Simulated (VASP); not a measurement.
# ZnSn (R-3m) in VASP: notebook

ZnSn is run at these levels: PBEsol, PBE; tasks: single point.

Program: VASP 6.6.1. These are calculated values, not measurements. Logs are shortened: lines on timing, memory, paths and dates and some standing lists are left out, and cuts for length are marked.

## Step 1: The cell of the first run

Symmetry: R-3m, No. 166, trigonal system. The conventional cell has a = 3.320 Å, b = 3.320 Å, c = 12.238 Å, α = 90.00°, β = 90.00°, γ = 120.00°. Within 3.7 Å of Sn (site symmetry -3m) lie 6 Zn at 2.80 Å and 6 Sn at 3.32 Å. Zn (site symmetry -3m) has 6 Sn at 2.80 Å and 6 Zn at 3.32 Å within 3.7 Å.

## Step 2: Single point, PBEsol

The input, INCAR:

```
ALGO = Normal ; EDIFF = 1E-6
ENCUT = 520 ; GGA = PS
ISIF = 2 ; ISMEAR = -1
LASPH = True ; LCHARG = True
LELF = True ; LREAL = False
LVHAR = True ; LWAVE = False
NBANDS = 20 ; NELM = 100
PREC = Accurate ; SIGMA = 0.1
```

The input, KPOINTS:

```
k-points
0
Gamma
  6 6 6
```

The input, POSCAR:

```
ZnSn
1.0
    3.3196150000      0.0000000000      0.0000000000
   -1.6598080000      2.8748780000      0.0000000000
   -1.6598080000      0.9582930000      4.0791950000
Sn Zn
1 1
Direct
    0.5000000000      0.5000000000      0.5000000000
    0.0000000000      0.0000000000      0.0000000000
```

Potentials or basis: VASP PAW PBE potentials, release 64 (Sn_d, Zn).

The run is started by

```sh
$ cat potpaw_PBE.64/Sn_d/POTCAR potpaw_PBE.64/Zn/POTCAR > POTCAR
$ mpirun -np 1 vasp_std > vasp.out
```

OUTCAR:

```text
EDIFF = 1E-6
   ENCUT = 520
   GGA = PS
   ISIF = 2
   ISMEAR = -1
   LASPH = True
   LREAL = False
   NELM = 100
   PREC = Accurate

 ion  position               nearest neighbor table
   1  0.500  0.500  0.500-   2 2.80   2 2.80   2 2.80   2 2.80   2 2.80   2 2.80
   2  0.000  0.000  0.000-   1 2.80   1 2.80   1 2.80   1 2.80   1 2.80   1 2.80

  LATTYP: Found a trigonal (rhomboedric) cell.
 ALAT       =     4.5070078676
 COS(alpha) =     0.7287496100

  Lattice vectors:

 A1 = (  -1.6598080000,   0.9582930000,   4.0791950000)
 A2 = (  -0.0000000000,  -1.9165850000,   4.0791950000)
 A3 = (   1.6598070000,   0.9582930000,   4.0791950000)

Analysis of symmetry for initial positions (statically):
=====================================================================
 Subroutine PRICEL returns:
 Original cell was already a primitive cell.

 Routine SETGRP: Setting up the symmetry group for a
 trigonal (rhombohedral) supercell.

 Subroutine GETGRP returns: Found 12 space group operations
 (whereof 12 operations were pure point group operations)
 out of a pool of 12 trial point group operations.

The static configuration has the point symmetry D_3d.

Analysis of symmetry for dynamics (positions and initial velocities):
=====================================================================
 Subroutine PRICEL returns:
 Original cell was already a primitive cell.

 Routine SETGRP: Setting up the symmetry group for a
 trigonal (rhombohedral) supercell.

 Subroutine GETGRP returns: Found 12 space group operations
 (whereof 12 operations were pure point group operations)
 out of a pool of 12 trial point group operations.

The dynamic configuration has the point symmetry D_3d.

 Subroutine INISYM returns: Found 12 space group operations
 (whereof 12 operations are pure point group operations),
 and found     1 'primitive' translations

----------------------------------------------------------------------------------------

                                     Primitive cell

  volume of cell :      38.9297

  direct lattice vectors                    reciprocal lattice vectors
     3.319615000  0.000000000  0.000000000     0.301239752  0.173920476  0.081715480
    -1.659808000  2.874878000  0.000000000     0.000000000  0.347840848 -0.081715498
    -1.659808000  0.958293000  4.079195000     0.000000000  0.000000000  0.245146408

  length of vectors
     3.319615000  3.319621381  4.507007868     0.357310985  0.357310338  0.245146408

  position of ions in fractional coordinates (direct lattice)
     0.500000000  0.500000000  0.500000000
     0.000000000  0.000000000  0.000000000

  ion indices of the primitive-cell ions
   primitive index   ion index
                 1           1
                 2           2

----------------------------------------------------------------------------------------

 KPOINTS: k-points

Automatic generation of k-mesh.
 Grid dimensions read from file:
 generate k-points for:    6    6    6

 Generating k-lattice:

  Cartesian coordinates                     Fractional coordinates (reciprocal lattice)
     0.050206625  0.028986746  0.013619247     0.166666667  0.000000000  0.000000000
     0.000000000  0.057973475 -0.013619250     0.000000000  0.166666667  0.000000000
     0.000000000  0.000000000  0.040857735     0.000000000  0.000000000  0.166666667

  Length of vectors
     0.059551831  0.059551723  0.040857735

  Shift w.r.t. Gamma in fractional coordinates (k-lattice)
     0.000000000  0.000000000  0.000000000

 Subroutine IBZKPT returns following result:
 ===========================================

 Found     32 irreducible k-points:

 Following reciprocal coordinates:
            Coordinates               Weight
  0.000000  0.000000  0.000000      1.000000
  0.166667 -0.000000  0.000000      6.000000
  0.333333 -0.000000  0.000000      6.000000
  0.500000 -0.000000  0.000000      3.000000
  0.166667  0.166667  0.000000      6.000000
  0.333333  0.166667  0.000000     12.000000
[... 16 lines left out ...]
  0.500000  0.500000  0.166667      6.000000
  0.166667 -0.333333  0.166667     12.000000
 [... further k-points ...]
   k-points           NKPTS =     32   k-points in BZ     NKDIM =     32   number of bands    NBANDS=     20
   number of dos      NEDOS =    301   number of ions     NIONS =      2
   total plane-waves  NPLWV =  28224
   dimension x,y,z NGX =    28 NGY =   28 NGZ =   36
   dimension x,y,z NGXF=    56 NGYF=   56 NGZF=   72
   ions per type =               1   1
   NGX,Y,Z   is equivalent  to a cutoff of  14.02, 14.02, 13.28 a.u.
   NGXF,Y,Z  is equivalent  to a cutoff of  28.04, 28.04, 26.56 a.u.
 SYSTEM =  unknown system
   PREC   = accura    normal or accurate (medium, high low for compatibility)
   ISTART =      0    job   : 0-new  1-cont  2-samecut
   ICHARG =      2    charge: 1-file 2-atom 10-const
   ISPIN  =      1    spin polarized calculation?
   LNONCOLLINEAR =      F non collinear calculations
   LSORBIT =      F    spin-orbit coupling
   LASPH  =      T    aspherical Exc in radial PAW
   ENCUT  =  520.0 eV  38.22 Ry    6.18 a.u.   6.17  6.17  8.38*2*pi/ulx,y,z
   NELM   =    100;   NELMIN=  2; NELMDL= -5     # of ELM steps
   EDIFF  = 0.1E-05   stopping-criterion for ELM
   LREAL  =      F    real-space projection
   EDIFFG = 0.1E-04   stopping-criterion for IOM
   NSW    =      0    number of steps for IOM
   IBRION =     -1    ionic relax: 0-MD 1-quasi-New 2-CG
   NFREE  =      0    steps in history (QN), initial steepest desc. (CG)
   ISIF   =      2    stress and relaxation
   ISYM   =      2    0-nonsym 1-usesym 2-fastsym
   POTIM  = 0.5000    time-step for ionic-motion
   TEBEG  =    0.0;   TEEND  =   0.0 temperature during run
   PSTRESS=    0.0 pullay stress
   NELECT =      26.0000    total number of electrons
   NUPDOWN=      -1.0000    fix difference up-down
   EMIN   =  10.00;   EMAX   =-10.00  energy-range for DOS
   EFERMI =   0.00;   METHOD = LEGACY
   ISMEAR =    -1;   SIGMA  =   0.10  broadening in eV -4-tet -1-fermi 0-gaus
   EFERMI_NEDOS =   21; number of points for ismear=-14 and -15
   IALGO  =     38    algorithm
   IMIX   =      4    mixing-type and parameters
     AMIX     =   0.40;   BMIX     =  1.00
     AMIX_MAG =   1.60;   BMIX_MAG =  1.00
  volume/ion in A,a.u.               =      19.46       131.36
  Fermi-wavevector in a.u.,A,eV,Ry     =   1.430997  2.704192 27.861366  2.047753
  Thomas-Fermi vector in A             =   2.550782
   LORBIT       =      0    0 simple, 1 ext, 2 COOP (PROOUT), +10 PAW based schemes
   GGA     = PS    functional components
   LHFCALC =     F    Hartree Fock is set to
   AEXX    =    0.0000 exact exchange contribution
   IVDW    =     0    specifies the selected vdW correction
   LEPSILON=     F    determine dielectric tensor
   LRPA    =     F    only Hartree local field effects (RPA)
 non-spin polarized calculation
  energy-cutoff  :      520.00
  volume of cell :       38.93
 maximum number of plane-waves:      1064
 NGX is ok and might be reduce to    28
   NGX = 13   NGY = 13   NGZ = 17

 number of electron      26.0000003 magnetization

 Free energy of the ion-electron system (eV)
  ---------------------------------------------------
  ext. energy  EPLUGINS =         0.00000000
  ---------------------------------------------------
  free energy    TOTEN  =        -5.50746921 eV

  energy without entropy =       -5.47818987  energy(sigma->0) =       -5.49282954

 E-fermi :   7.0123     XC(G=0): -11.3356

 val. band max:        6.9968962916   @ k =  -0.3333   0.1667  -0.0000
 cond. band min:       7.0880145143   @ k =   0.3333   0.1667   0.0000
 fundamental gap:      0.0911182226
 Fermi energy:         7.0123201894

 k-point     1 :       0.0000    0.0000    0.0000
  band No.  band energies     occupation
      1     -14.4517      2.00000
      2     -14.4517      2.00000
      3     -14.4096      2.00000
      4     -14.3171      2.00000
      5     -14.3170      2.00000
      6      -4.6805      2.00000
[... 12 lines left out ...]
     19      18.2509      0.00000
     20      18.2522      0.00000

 k-point     2 :       0.1667   -0.0000    0.0000
  band No.  band energies     occupation
      1     -14.4629      2.00000
      2     -14.4096      2.00000
      3     -14.3790      2.00000
      4     -14.3395      2.00000
      5     -14.3218      2.00000
      6      -4.1314      2.00000
[... 12 lines left out ...]
     19      16.5730      0.00000
     20      19.9816      0.00000

 k-point     3 :       0.3333   -0.0000    0.0000
  band No.  band energies     occupation
      1     -14.4918      2.00000
      2     -14.3836      2.00000
      3     -14.3392      2.00000
      4     -14.3163      2.00000
      5     -14.3127      2.00000
      6      -2.5213      2.00000
[... 12 lines left out ...]
     19      15.0957      0.00000
     20      19.0099      0.00000

 k-point     4 :       0.5000   -0.0000    0.0000
  band No.  band energies     occupation
      1     -14.5071      2.00000
      2     -14.4054      2.00000
      3     -14.3400      2.00000
      4     -14.2796      2.00000
      5     -14.2769      2.00000
      6      -0.9016      2.00000
[... 12 lines left out ...]
     19      15.0953      0.00000
     20      15.6474      0.00000

 k-point     5 :       0.1667    0.1667    0.0000
  band No.  band energies     occupation
      1     -14.4577      2.00000
      2     -14.3889      2.00000
      3     -14.3686      2.00000
      4     -14.3363      2.00000
      5     -14.3126      2.00000
      6      -3.1291      2.00000
[... 12 lines left out ...]
     19      19.1901      0.00000
     20      19.3404      0.00000
[... 353 lines left out ...]
      6      -1.2413      2.00000
[... 12 lines left out ...]
     19      17.5306      0.00000
     20      20.2852      0.00000

 k-point    22 :       0.3333    0.5000    0.1667
  band No.  band energies     occupation
      1     -14.4651      2.00000
      2     -14.4019      2.00000
      3     -14.3527      2.00000
      4     -14.3239      2.00000
      5     -14.2739      2.00000
      6      -1.3640      2.00000
[... 12 lines left out ...]
     19      17.3324      0.00000
     20      20.6728      0.00000

 k-point    23 :       0.5000    0.5000    0.1667
  band No.  band energies     occupation
      1     -14.5108      2.00000
      2     -14.4147      2.00000
      3     -14.3392      2.00000
      4     -14.2768      2.00000
      5     -14.2755      2.00000
      6      -1.3715      2.00000
[... 12 lines left out ...]
     19      17.0166      0.00000
     20      21.8737      0.00000

 k-point    24 :       0.1667   -0.3333    0.1667
  band No.  band energies     occupation
      1     -14.4593      2.00000
      2     -14.3876      2.00000
      3     -14.3709      2.00000
      4     -14.3328      2.00000
      5     -14.3064      2.00000
      6      -2.3869      2.00000
[... 12 lines left out ...]
     19      17.0872      0.00000
     20      18.3702      0.00000

 [... further k-points ...]

------------------------ aborting loop because EDIFF is reached ----------------------------------------

  FORCE on cell =-STRESS in cart. coord.  units (eV):
  Direction    XX          YY          ZZ          XY          YZ          ZX
  --------------------------------------------------------------------------------------
  -------------------------------------------------------------------------------------
  Total        2.1103862      2.1103966      0.3971263     -0.0000004      0.0000000     -0.0000000
  in kB       86.8542177     86.8546455     16.3439722     -0.0000151      0.0000013     -0.0000013
  external PRESSURE =      63.3509451 kB  Pullay stress =       0.0000000 kB

 VOLUME and BASIS-vectors are now :
 -----------------------------------------------------------------------------
  energy-cutoff  :      520.00
  volume of cell :       38.93
      direct lattice vectors                 reciprocal lattice vectors
     3.319615000  0.000000000  0.000000000     0.301239752  0.173920476  0.081715480
    -1.659808000  2.874878000  0.000000000     0.000000000  0.347840848 -0.081715498
    -1.659808000  0.958293000  4.079195000     0.000000000  0.000000000  0.245146408

 POSITION                                       TOTAL-FORCE (eV/Angst)
 -----------------------------------------------------------------------------------
     -0.00000      1.91659      2.03960         0.000000      0.000000      0.000000
      0.00000      0.00000      0.00000        -0.000000     -0.000000      0.000000
 -----------------------------------------------------------------------------------
    total drift:                               -0.000000      0.000000      0.000000

  FREE ENERGIE OF THE ION-ELECTRON SYSTEM (eV)
  ---------------------------------------------------
  free  energy   TOTEN  =        -5.5074692111 eV

  energy  without entropy=       -5.4781898740  energy(sigma->0) =       -5.49282954
```

It took 24 s on 1 thread of Intel Xeon Platinum 8375C at 2.90GHz (Ice Lake), shared host; peak memory 0.18 GiB.

Results:

| Item | Value |
| --- | --- |
| Free energy | -5.5075 eV |
| Pressure | 6.3 GPa |
| Band gap on the k mesh | zero (band 13 reaches 13.60 eV, above the bottom of band 14 at 5.65 eV) |

Stress tensor (GPa, compression positive):
```
8.69 0.00 0.00
0.00 8.69 0.00
0.00 0.00 1.63
```

Caveat: the k points lie up to 0.37 Å⁻¹ apart; the PAW data sets were made with another functional, which shifts forces and pressure a little; spin-orbit coupling is left out, which moves the levels of the heavy elements.

[end of part 1 of 2]
